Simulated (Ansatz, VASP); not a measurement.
One calculation of Rb, two programs

File INCAR:

```
SYSTEM = Rb
  PREC = Accurate
  ENCUT = 520
  EDIFF = 1E-7
  ISMEAR = -1
  SIGMA = 0.05
  LREAL = .FALSE.
  LASPH = .TRUE.
  NELM = 80
  ALGO = Normal
  ISIF = 2
  LWAVE = .FALSE.
  LCHARG = .TRUE.
  GGA = PE
  LELF = .TRUE.
  LVHAR = .TRUE.
  NBANDS = 10
```

File KPOINTS:

```
regular mesh
0
G
  14 14 14
  0 0 0
```

Contents of POSCAR:

```
Rb
1.0
   -2.8060000000      2.8060000000      2.8060000000
    2.8060000000     -2.8060000000      2.8060000000
    2.8060000000      2.8060000000     -2.8060000000
Rb
1
Direct
    0.0000000000      0.0000000000      0.0000000000
```

Input for Ansatz:

```yaml
crystal:
  lattice:
    - [-2.806, 2.806, 2.806]
    - [2.806, -2.806, 2.806]
    - [2.806, 2.806, -2.806]
  atoms:
    - { symbol: Rb, position: [0.0, 0.0, 0.0] }
kpoints:
  mp_grid: { grid: [14, 14, 14] }
scf:
  occupations: { method: fermi_dirac, width: 0.05 }
hamiltonian:
  xc: pbe
  pseudopotentials: { kind: all_electron, lapw: { basis_error: 0.0005 } }
output:
  forces: true
  stress: true
  eigenvalues: true
```

Alike in both runs: task single point; functional PBE; k mesh 14 × 14 × 14; occupations fermi-dirac, width 0.05 eV; no spin polarisation.

```csv
,VASP,Ansatz
version,VASP 6.6.1,Ansatz 0.2.0
potentials or method,"VASP PAW PBE potentials, release 64 (Rb_sv), cutoff 520 eV","all-electron LAPW, scalar-relativistic"
```

```csv
,VASP,Ansatz,Ansatz less VASP
pressure (GPa),0.1,0.1,0.00
```

Ansatz ran all-electron here, and VASP with PAW potentials.
